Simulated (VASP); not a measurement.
BAs: single point with PBE

BAs:

```xyz
2
Lattice="0.0000 2.4479 2.4479 2.4479 0.0000 2.4479 2.4479 2.4479 0.0000" Properties=species:S:1:pos:R:3 pbc="T T T"
As    1.2240    1.2240    1.2240
B     0.0000    0.0000    0.0000
```

```json
{
  "Program": "VASP 6.6.1",
  "Task": "single point",
  "Functional": "PBE",
  "Potentials or basis": "VASP PAW PBE potentials, release 64 (As, B)",
  "Cutoff": "500 eV",
  "k mesh": "6 × 6 × 6",
  "Occupations": "fermi-dirac, width 0.1 eV",
  "Spin": "no spin polarisation",
  "Dipole correction": "no",
  "Further INCAR settings": "ALGO = Normal; EDIFF = 1e-06; NBANDS = 11"
}
```

```json
{
  "Pressure": "-5.8 GPa",
  "Band gap on the k mesh": "1.33 eV, indirect (least direct gap 3.19 eV)"
}
```

Levels at points of the mesh, in eV from the valence-band top:
| k point | band 1 | band 2 | band 3 | band 4 | band 5 | band 6 | band 7 | band 8 | band 9 |
| --- | --- | --- | --- | --- | --- | --- | --- | --- | --- |
| (0.00, 0.00, 0.00) | -14.75 | 0.00 | 0.00 | 0.00 | 3.19 | 3.19 | 3.19 | 3.77 | 9.24 |
| (0.50, 0.00, 0.00) | -12.14 | -8.27 | -1.70 | -1.70 | 2.27 | 4.69 | 4.69 | 8.70 | 12.19 |
| (0.50, 0.50, 0.00) | -10.94 | -8.13 | -3.78 | -3.78 | 1.50 | 1.51 | 10.67 | 10.67 | 12.23 |

Run time: 12 s on 1 thread of Intel(R) Xeon(R) Platinum 8259CL CPU @ 2.50GHz (Skylake/Cascade Lake), with other jobs on the host, peak memory 0.15 GiB.

A k mesh can miss the band edges. As with any semilocal functional, this PBE gap is likely too small.
